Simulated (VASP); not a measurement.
A run of VASP 6.6.1:

The input INCAR:

```
ALGO = Normal
EDIFF = 1E-6
ENCUT = 520
GGA = PS
ISIF = 2
ISMEAR = 0
LASPH = T
LCHARG = T
LELF = T
LREAL = F
LVHAR = T
LWAVE = F
NBANDS = 16
NELM = 60
PREC = Accurate
SIGMA = 0.15
```

KPOINTS

```
k-points
0
Gamma
  10 10 14
```

Contents of POSCAR:

```
Al2Cu
1.0
    4.1795741489      0.0000000000      0.0000000000
    0.0000000000      4.1795741489      0.0000000000
    0.0000000000      0.0000000000      2.7129911133
Al Cu
2 1
Direct
    0.5000000000      0.0000000000      0.5000000000
    0.0000000000      0.5000000000      0.5000000000
    0.0000000000      0.0000000000      0.0000000000
```

Potentials or basis: VASP PAW PBE potentials, release 64 (Al, Cu).

The run is started by

```console
$ cat potpaw_PBE.64/Al/POTCAR potpaw_PBE.64/Cu/POTCAR > POTCAR
$ mpirun -np 1 vasp_std > vasp.out
```

Hardware: 1 thread of Intel(R) Xeon(R) 6975P-C (Granite Rapids), on a shared host.

Q: Estimate the wall time of this run.

A: It took 36 s on 1 thread of Intel(R) Xeon(R) 6975P-C (Granite Rapids), with other jobs on the host, peak memory 0.24 GiB. Counts: scf iterations 15, k points 168.
